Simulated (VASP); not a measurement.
CaI, 2 atoms in the cell. The structure is hexagonal, space group P-6m2 (No. 187). The conventional cell has a = 4.017 Å, b = 4.017 Å, c = 4.876 Å, α = 90.00°, β = 90.00°, γ = 120.00°. Within 4.4 Å of Ca (site symmetry -6m2) lie 6 I at 3.37 Å and 6 Ca at 4.02 Å. I (site symmetry -6m2) has 6 Ca at 3.37 Å and 6 I at 4.02 Å within 4.4 Å.  This cell differs from its parent crystal: ratio of the length along z to the lengths across it x 1.1, volume and fractional coordinates fixed.

```yaml
Program: VASP 6.6.1
Task: single point
Functional: PBE
Potentials_or_basis: VASP PAW PBE potentials, release 64 (Ca_sv, I)
Cutoff: 520 eV
k_mesh: 15 × 15 × 12
Occupations: gaussian, width 0.15 eV
Spin: no spin polarisation
Dipole_correction: no
Further_INCAR_settings: ALGO = Fast; EDIFF = 1e-06; NBANDS = 16
```

Potentials or basis: VASP PAW PBE potentials, release 64 (Ca_sv, I).

Run with:

```console
$ cat potpaw_PBE.64/Ca_sv/POTCAR potpaw_PBE.64/I/POTCAR > POTCAR
$ mpirun -np 1 vasp_std > vasp.out
```

Hardware: 1 thread of Intel(R) Xeon(R) 6975P-C (Granite Rapids), with other jobs on the host.

Question: Estimate the wall time of this run.

Answer: It took 75 s on 1 thread of Intel(R) Xeon(R) 6975P-C (Granite Rapids), on a shared host, peak memory 0.34 GiB. Counts: scf iterations 13, k points 189.
